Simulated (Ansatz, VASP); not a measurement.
Mg8HO8: VASP beside Ansatz

```
Mg O H
1.0
     0.00000    3.85900    3.85900
     3.85900    0.00000    3.85900
     3.85900    3.85900    0.00000
Mg O H
8 8 1
Direct
  0.00000 0.00000 0.00000
  0.00000 0.00000 0.50000
  0.00000 0.50000 0.00000
  0.00000 0.50000 0.50000
  0.50000 0.00000 0.00000
  0.50000 0.00000 0.50000
  0.50000 0.50000 0.00000
  0.50000 0.50000 0.50000
  0.25000 0.25000 0.25000
  0.25000 0.25000 0.75000
  0.25000 0.75000 0.25000
  0.25000 0.75000 0.75000
  0.75000 0.25000 0.25000
  0.75000 0.25000 0.75000
  0.75000 0.75000 0.25000
  0.75000 0.75000 0.75000
  0.12492 0.13400 0.62688
```

Alike in both runs: task relaxation of the atoms; functional PBE; dispersion D3(BJ); k mesh 2 × 2 × 2; occupations gaussian, width 0.05 eV; collinear spin.

```csv
,VASP,Ansatz
version,VASP 6.6.1,Ansatz 0.2.0
potentials or method,"VASP PAW PBE potentials, release 64 (Mg, O, H), cutoff 520 eV","scalar-relativistic, plane waves, PAW"
valence electrons in the cell,65,129
```

```csv
,VASP,Ansatz,Ansatz less VASP
net moment per atom (μB),0.04,0.04,0.000
size of the moment on the site where the two differ most (μB),0.25,0.33,+0.078
```

Site moments also hang on the region over which each program counts them. VASP's potentials hold 65 valence electrons a cell and Ansatz's 129, so a difference there can come from the potentials and not from the codes.

The k mesh is coarse, so the values compare programs but aren't converged.
